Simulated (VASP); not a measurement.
Set up this calculation in VASP 6.6.1, as the native input.

```yaml
Task: single point
Functional: PBE
Dispersion: D3(BJ)
Potentials_or_basis: VASP PAW PBE potentials, release 64 (C)
Cutoff: 520 eV
k_mesh: 15 × 15 × 1
Occupations: gaussian, width 0.1 eV
Spin: no spin polarisation
Dipole_correction: yes
Further_INCAR_settings: ALGO = Normal; EDIFF = 1e-06; NBANDS = 16
```

The structure of C lies in POSCAR:

```
C
1.0
    2.4656524409      0.0000000000      0.0000000000
   -1.2328262205      2.1353176507      0.0000000000
    0.0000000000      0.0000000000     17.5000663885
C
4
Direct
    0.6666666667      0.3333333333      0.2571437784
    0.3333333333      0.6666666667      0.2571418816
    1.0000000000      0.3333333333      0.4417164036
    1.3333333333      0.0000000000      0.4417145068
```

The input as run:

INCAR

```
SYSTEM = C
PREC = Accurate ; ENCUT = 520
EDIFF = 1E-6 ; ISMEAR = 0
SIGMA = 0.1 ; LREAL = .FALSE.
LASPH = .TRUE. ; NELM = 80
ALGO = Normal ; ISIF = 2
LWAVE = .FALSE. ; LCHARG = .FALSE.
LDIPOL = .TRUE. ; IDIPOL = 3
DIPOL = 0.5 0.5 0.349 ; GGA = PE
IVDW = 12 ; NBANDS = 16
```

KPOINTS

```
Automatic mesh
0
G
  15 15 1
  0 0 0
```

Potentials or basis: VASP PAW PBE potentials, release 64 (C).

Run with:

```console
$ cat potpaw_PBE.64/C/POTCAR > POTCAR
$ mpirun -np 1 vasp_std > vasp.out
```

It gave:

The largest force is 0.057 eV/Å, the band gap on the k mesh is 0.48 eV, direct and the dispersion energy per atom is -0.123 eV.

Wall time 91 s on 1 thread of Intel(R) Xeon(R) Platinum 8375C CPU @ 2.90GHz (Ice Lake) (shared host), peak memory 0.23 GiB.
